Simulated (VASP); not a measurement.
Here is a VASP 6.6.1 calculation.

The input INCAR:

```
  ALGO = Normal
  EDIFF = 1E-6
  ENCUT = 520
  GGA = CA
  ISIF = 2
  ISMEAR = 0
  LASPH = True
  LCHARG = False
  LREAL = False
  LWAVE = False
  NBANDS = 20
  NELM = 80
  PREC = Accurate
  SIGMA = 0.1
```

File KPOINTS:

```
k-points
0
Gamma
  7 7 7
```

File POSCAR:

```
GaC3
1.0
    3.2511953563      0.0000000000      0.0000000000
    0.0000000000      3.2511953563      0.0000000000
    0.0000000000      0.0000000000      3.2511953563
Ga C
1 3
Direct
    0.0000000000      0.0000000000      0.0000000000
    0.0000000000      0.5000000000      0.5000000000
    0.5000000000      0.0000000000      0.5000000000
    0.5000000000      0.5000000000      0.0000000000
```

Potentials or basis: VASP PAW LDA potentials, release 64 (Ga_d, C).

Launch:

```bash
$ cat potpaw_LDA.64/Ga_d/POTCAR potpaw_LDA.64/C/POTCAR > POTCAR
$ mpirun -np 1 vasp_std > vasp.out
```

Question: Predict the pressure.

Answer: 3.0 GPa.
